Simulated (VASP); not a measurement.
# MnAs (P6_3/mmc) in VASP: notebook, part 2 of 2

VASP 6.6.1. Earlier steps stand in the parts before.

## (3) Single point, PBEsol, collinear spin, ferromagnetic start (13.87 Å³/atom)

This run uses another cell than the first one, of 13.87 Å³/atom.

Contents of INCAR:

```
  ALGO = Normal
  EDIFF = 1E-7
  ENCUT = 520
  GGA = PS
  ISIF = 2
  ISMEAR = 0
  ISPIN = 2
  LASPH = True
  LCHARG = False
  LMAXMIX = 4
  LORBIT = 11
  LREAL = False
  LWAVE = False
  MAGMOM = 2.66 2.66 0 0
  NBANDS = 30
  NELM = 150
  PREC = Accurate
  SIGMA = 0.1
```

Contents of KPOINTS:

```
k-points
0
Gamma
  12 12 8
```

Contents of POSCAR:

```
MnAs
1.0
    3.4915777025      0.0000000000      0.0000000000
   -1.7457888513      3.0237949897      0.0000000000
    0.0000000000      0.0000000000      5.2566949589
Mn As
2 2
Direct
    0.0000000000      0.0000000000      0.0000000000
    0.0000000000      0.0000000000      0.5000000000
    0.3333333333      0.6666666667      0.2500000000
    0.6666666667      0.3333333333      0.7500000000
```

Potentials or basis: VASP PAW PBE potentials, release 64 (Mn_pv, As).

Run with:

```sh
$ cat potpaw_PBE.64/Mn_pv/POTCAR potpaw_PBE.64/As/POTCAR > POTCAR
$ mpirun -np 1 vasp_std > vasp.out
```

OUTCAR:

```text
EDIFF = 1E-7
   ENCUT = 520
   GGA = PS
   ISIF = 2
   ISMEAR = 0
   ISPIN = 2
   LASPH = True
   LORBIT = 11
   LREAL = False
   NELM = 150
   PREC = Accurate

 ion  position               nearest neighbor table
   1  0.000  0.000  0.000-   3 2.41   4 2.41   4 2.41   3 2.41   4 2.41   3 2.41   2 2.63   2 2.63

   2  0.000  0.000  0.500-   3 2.41   4 2.41   4 2.41   3 2.41   4 2.41   3 2.41   1 2.63   1 2.63

   3  0.333  0.667  0.250-   1 2.41   2 2.41   1 2.41   2 2.41   1 2.41   2 2.41
   4  0.667  0.333  0.750-   1 2.41   2 2.41   1 2.41   2 2.41   1 2.41   2 2.41

  LATTYP: Found a hexagonal cell.
 ALAT       =     3.4915777025
 C/A-ratio  =     1.5055357225

  Lattice vectors:

 A1 = (   3.4915777025,   0.0000000000,   0.0000000000)
 A2 = (  -1.7457888513,   3.0237949897,   0.0000000000)
 A3 = (   0.0000000000,   0.0000000000,   5.2566949589)

[... 1002 lines left out ...]
  band No.  band energies     occupation
      1     -38.1201      1.00000
      2     -37.9332      1.00000
      3     -37.9332      1.00000
      4     -37.9047      1.00000
      5     -37.9047      1.00000
      6     -37.8585      1.00000
[... 781 lines left out ...]
     29      20.1075      0.00000
     30      20.4556      0.00000

 [... further k-points ...]
[... 5 lines left out ...]
  --------------------------------------------------------------------------------------
  -------------------------------------------------------------------------------------
  Total        2.5187326      2.5187326      2.5265235     -0.0000000     -0.0000000     -0.0000000
  in kB       72.7119539     72.7119539     72.9368644     -0.0000000     -0.0000000     -0.0000000
  external PRESSURE =      72.7869241 kB  Pullay stress =       0.0000000 kB

 VOLUME and BASIS-vectors are now :
 -----------------------------------------------------------------------------
  energy-cutoff  :      520.00
  volume of cell :       55.50
      direct lattice vectors                 reciprocal lattice vectors
     3.491577702  0.000000000  0.000000000     0.286403479  0.165355126  0.000000000
    -1.745788851  3.023794990  0.000000000     0.000000000  0.330710251  0.000000000
     0.000000000  0.000000000  5.256694959     0.000000000  0.000000000  0.190233599

 POSITION                                       TOTAL-FORCE (eV/Angst)
 -----------------------------------------------------------------------------------
      0.00000      0.00000      0.00000        -0.000000     -0.000000      0.000000
      0.00000      0.00000      2.62835        -0.000000     -0.000000      0.000000
     -0.00000      2.01586      1.31417         0.000000      0.000000     -0.000000
      1.74579      1.00793      3.94252         0.000000      0.000000     -0.000000
 -----------------------------------------------------------------------------------
    total drift:                               -0.000000      0.000000     -0.000000

  FREE ENERGIE OF THE ION-ELECTRON SYSTEM (eV)
  ---------------------------------------------------
  free  energy   TOTEN  =       -30.4591638898 eV

  energy  without entropy=      -30.4434371509  energy(sigma->0) =      -30.45130052

 total charge

# of ion       s       p       d       tot
------------------------------------------
    1        0.328   6.338   5.273  11.939
    2        0.328   6.338   5.273  11.939
    3        1.207   1.593   0.096   2.896
    4        1.207   1.593   0.096   2.896
--------------------------------------------------
tot          3.072  15.861  10.738  29.671

 magnetization (x)

# of ion       s       p       d       tot
------------------------------------------
    1        0.024   0.021   2.104   2.149
    2        0.024   0.021   2.104   2.149
    3       -0.006  -0.079   0.005  -0.080
    4       -0.006  -0.079   0.005  -0.080
--------------------------------------------------
tot          0.035  -0.116   4.218   4.137
```

OSZICAR:

```text
N       E                     dE             d eps       ncg     rms          rms(c)
DAV:   1     0.358119326675E+03    0.35812E+03   -0.18936E+04 11712   0.134E+03
DAV:   2    -0.126102821238E+02   -0.37073E+03   -0.35293E+03 11514   0.395E+02
DAV:   3    -0.329463468954E+02   -0.20336E+02   -0.19829E+02 13198   0.101E+02
DAV:   4    -0.332591689543E+02   -0.31282E+00   -0.31217E+00 12582   0.124E+01
DAV:   5    -0.332628426001E+02   -0.36736E-02   -0.36735E-02 12976   0.143E+00    0.213E+01
DAV:   6    -0.336972115797E+02   -0.43437E+00   -0.23626E+01 12390   0.560E+01    0.181E+01
DAV:   7    -0.305372306513E+02    0.31600E+01   -0.10609E+01 12384   0.382E+01    0.570E+00
DAV:   8    -0.304720444631E+02    0.65186E-01   -0.45772E-01 12390   0.427E+00    0.247E+00
DAV:   9    -0.304583017453E+02    0.13743E-01   -0.42908E-02 12942   0.200E+00    0.702E-01
DAV:  10    -0.304590542313E+02   -0.75249E-03   -0.50093E-03 12146   0.476E-01    0.301E-01
DAV:  11    -0.304591996013E+02   -0.14537E-03   -0.36747E-04 12950   0.146E-01    0.111E-01
DAV:  12    -0.304591616504E+02    0.37951E-04   -0.15062E-04 12162   0.858E-02    0.330E-02
DAV:  13    -0.304591643808E+02   -0.27304E-05   -0.12421E-05 12828   0.235E-02    0.121E-02
DAV:  14    -0.304591647667E+02   -0.38588E-06   -0.50911E-07 12544   0.503E-03    0.636E-03
DAV:  15    -0.304591642739E+02    0.49280E-06   -0.43213E-07 12048   0.462E-03    0.265E-03
DAV:  16    -0.304591639290E+02    0.34485E-06   -0.76174E-08  6798   0.178E-03    0.139E-03
DAV:  17    -0.304591638898E+02    0.39182E-07   -0.13028E-08  6408   0.987E-04
   1 F= -.30459164E+02 E0= -.30451301E+02  d E =-.157267E-01  mag=     4.2040
```

stdout:

```text
POSCAR found type information on POSCAR MnAs
 POSCAR found :  2 types and       4 ions
 scaLAPACK will be used
 -----------------------------------------------------------------------------
|                                                                             |
|                                                                             |
|     You enforced a specific xc type in the INCAR file but a different       |
|     I HOPE YOU KNOW WHAT YOU ARE DOING!                                     |
|                                                                             |
 -----------------------------------------------------------------------------

 LDA part: xc-table for (Slater+PW92), standard interpolation
 POSCAR, INCAR and KPOINTS ok, starting setup
 FFT: planning ... GRIDC
 FFT: planning ... GRID_SOFT
 FFT: planning ... GRID
 WAVECAR not read
 entering main loop
```

Wall time 2.1 min (1 thread of Intel Xeon 6975P-C (Granite Rapids), shared host); peak memory 0.36 GiB.

What came out:

```yaml
Free_energy: -30.4592 eV
Pressure: 7.3 GPa
Net_moment: 4.20 μB per cell
Site_moments: Mn +2.15; As -0.08 μB
Valence_electrons_inside_the_program's_atomic_spheres: Mn 11.94; As 2.90
```

Caveat: the cell stands under pressure; the PAW data sets were made with another functional, which shifts forces and pressure a little; only a ferromagnetic start was run, and an antiferromagnetic order may lie lower in energy.
